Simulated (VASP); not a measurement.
Wanted: the native input for a VASP 6.6.1 run.

* Task: single point
* Functional: PBE
* Dispersion: D3(BJ)
* Potentials or basis: VASP PAW PBE potentials, release 64 (C, H)
* Cutoff: 520 eV
* k mesh: 6 × 7 × 1
* Occupations: gaussian, width 0.05 eV
* Spin: collinear spin
* Starting moments: [0.0, 0.0, 0.0, 0.0, 0.0, 0.0, 0.0, 0.0, 0.0, 0.0, 0.0, 0.0, 1.0] μB
* Dipole correction: yes
* Further INCAR settings: ALGO = Normal; EDIFF = 1e-06; NBANDS = 40

The structure of HC12 lies in POSCAR:

```
HC12
1.0
    4.9311586502      0.0000000000      0.0000000000
    0.0000000000      4.0098697767      0.0000000000
    0.0000000000      0.0000000000     21.6014232414
C H
12 1
Direct
    0.2500000000      0.3776970832      0.1851729840
    0.7500000000      0.3776970832      0.1851729840
    0.0000000000      0.4720802753      0.2130426460
    0.5000000000      0.4720802753      0.2130426460
    0.0000000000      0.6609562027      0.2688143161
    0.5000000000      0.6609562027      0.2688143161
    0.2500000000      0.7503681903      0.2962457608
    0.7500000000      0.7503681903      0.2962457608
    0.2500000000      0.9412921293      0.3552728042
    0.7500000000      0.9412921293      0.3552728042
    0.0000000000      0.0234303656      0.3796705036
    0.5000000000      0.0234303656      0.3796705036
    0.0833333333      0.0234303656      0.5092915924
```

These files were run (other wordings do the same):

INCAR

```
ALGO = Normal
DIPOL = 0.5 0.5 0.300
EDIFF = 1E-6
ENCUT = 520
GGA = PE
IDIPOL = 3
ISIF = 2
ISMEAR = 0
ISPIN = 2
IVDW = 12
KPAR = 4
LASPH = T
LCHARG = T
LDIPOL = T
LORBIT = 11
LREAL = F
LVACPOTAV = T
LVHAR = T
LWAVE = F
MAGMOM = 0 0 0 0 0 0 0 0 0 0 0 0 1
NBANDS = 40
NELM = 150
PREC = Accurate
SIGMA = 0.05
```

KPOINTS

```
k-points
0
Gamma
  6 7 1
```

Potentials or basis: VASP PAW PBE potentials, release 64 (C, H).

Command:

```sh
$ cat potpaw_PBE.64/C/POTCAR potpaw_PBE.64/H/POTCAR > POTCAR
$ mpirun -np 4 vasp_std > vasp.out
```

Results of the run:

The largest force is 3.070 eV/Å. The net moment is 1.65 μB per cell and the site moments are C +0.01, +0.50, +0.00, -0.00, +0.05, +0.03, -0.03, -0.04, +0.02, -0.47, +0.34 (each value once); H +0.36 μB. The valence electrons inside the program's atomic spheres are C 2.44, 2.42, 2.63, 2.65, 2.61, 2.51 (each value once); H 0.37 and the dispersion energy per atom is -0.102 eV.

Caveat: a moment this small can come from the mesh or the smearing.

It took 26 min on 4 MPI ranks on Oxide Virtual Turin-like Processor, with other jobs on the host, peak memory 0.98 GiB a rank.
